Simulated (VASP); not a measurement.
A run of VASP 6.6.1 is set up as follows.

INCAR

```
PREC     = Accurate       # precision mode
ENCUT    = 520            # plane-wave cutoff, eV
EDIFF    = 1E-6           # SCF threshold, eV
ISMEAR   = 0              # smearing method
SIGMA    = 0.03           # smearing width, eV
LREAL    = False          # projectors in reciprocal space
LASPH    = True           # aspherical terms in the spheres
NELM     = 60             # most SCF steps
ALGO     = Normal         # electronic algorithm
ISIF     = 2              # what is computed and relaxed
LWAVE    = False          # write WAVECAR
LCHARG   = False          # write CHGCAR
GGA      = CA             # functional
NBANDS   = 28             # bands
```

KPOINTS

```
Automatic mesh
0
Gamma
  10 10 8
```

File POSCAR:

```
SnO
1.0
    3.8020000000      0.0332675000      0.0000000000
    0.0332675000      3.8020000000      0.0000000000
    0.0000000000      0.0000000000      4.8360000000
Sn O
2 2
Direct
    0.0000000000      0.5000000000      0.2385000000
    0.5000000000      0.0000000000      0.7615000000
    0.0000000000      0.0000000000      0.0000000000
    0.5000000000      0.5000000000      0.0000000000
```

Potentials or basis: VASP PAW LDA potentials, release 64 (Sn_d, O).

Run with:

```bash
$ cat potpaw_LDA.64/Sn_d/POTCAR potpaw_LDA.64/O/POTCAR > POTCAR
$ mpirun -np 1 vasp_std > vasp.out
```

**Question.** What does it give for the largest force?

**Answer.** 0.151 eV/Å.

**Question.** Predict the band gap on the k mesh.

**Answer.** 0.06 eV (least direct gap 1.89 eV).

**Question.** What does it give for the pressure?

**Answer.** -2.5 GPa.

Stress tensor (GPa, compression positive):
```
-2.57 -1.47  0.00
-1.47 -2.57  0.00
 0.00  0.00 -2.44
```

Caveat: the cell differs from its parent crystal (strain +0.0175 x Voigt [0, 0, 0, 0, 0, 1]); spin-orbit coupling is left out, which moves the levels of the heavy elements. A k mesh can miss the band edges.
